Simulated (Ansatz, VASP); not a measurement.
One calculation of WS2, two programs

The input INCAR:

```
SYSTEM = WS2
PREC = Accurate
ENCUT = 520
EDIFF = 1E-6
ISMEAR = 0
SIGMA = 0.02
LREAL = .False.
LASPH = .True.
NELM = 60
ALGO = Normal
ISIF = 2
LWAVE = .False.
LCHARG = .False.
GGA = PE
NBANDS = 20
```

File KPOINTS:

```
regular mesh
0
Gamma
  12 12 12
  0 0 0
```

Contents of POSCAR:

```
WS2
1.0
    1.6677717859      0.9628884895      5.9551327126
   -1.6677717859      0.9628884895      5.9551327126
    0.0000000000     -1.9257769790      5.9551327126
W S
1 2
Direct
    0.0021797867      0.0021797867      0.0021797867
    0.7485894985      0.7485894985      0.7485894985
    0.5805307147      0.5805307147      0.5805307147
```

Input for Ansatz:

```yaml
crystal:
  lattice:
    - [1.6677717859, 0.9628884895, 5.9551327126]
    - [-1.6677717859, 0.9628884895, 5.9551327126]
    - [0.0, -1.925776979, 5.9551327126]
  atoms:
    - { symbol: W, position: [0.0021797867, 0.0021797867, 0.0021797867] }
    - { symbol: S, position: [0.7485894985, 0.7485894985, 0.7485894985] }
    - { symbol: S, position: [0.5805307147, 0.5805307147, 0.5805307147] }
basis:
  ecutwfc: 420
kpoints:
  mp_grid: { grid: [12, 12, 12] }
hamiltonian:
  xc: pbe
scf:
  occupations: { method: gaussian, width: 0.02 }
output:
  forces: true
  stress: true
  eigenvalues: true
  write_density: true
  write_potential: true
  elf: true
  volumetric_format: npy
```

Alike in both runs: task single point; functional PBE; k mesh 12 × 12 × 12; occupations gaussian, width 0.02 eV; no spin polarisation.

```csv
,VASP,Ansatz
version,VASP 6.6.1,Ansatz 0.2.0
potentials or method,"VASP PAW PBE potentials, release 64 (W_sv, S), cutoff 520 eV","scalar-relativistic, plane waves, PAW"
valence electrons in the cell,26,26
```

Ansatz gave:

- gap on the k mesh at the Fermi level (eV): 0.03
- least direct gap on the mesh (eV): 1.27
- pressure (GPa): -4.4
- traceless stress, the component that is largest in VASP (GPa): 9.62
- rms of the force components (eV/Å): 0.900

What did VASP give for the same quantities?

gap on the k mesh at the Fermi level (eV): 0.05; least direct gap on the mesh (eV): 1.27; pressure (GPa): -4.4; traceless stress, the component that is largest in VASP (GPa): 9.63; rms of the force components (eV/Å): 0.902.

Atom by atom the forces differ by 0.002 eV/Å (rms over components).

Spin-orbit coupling is off throughout.
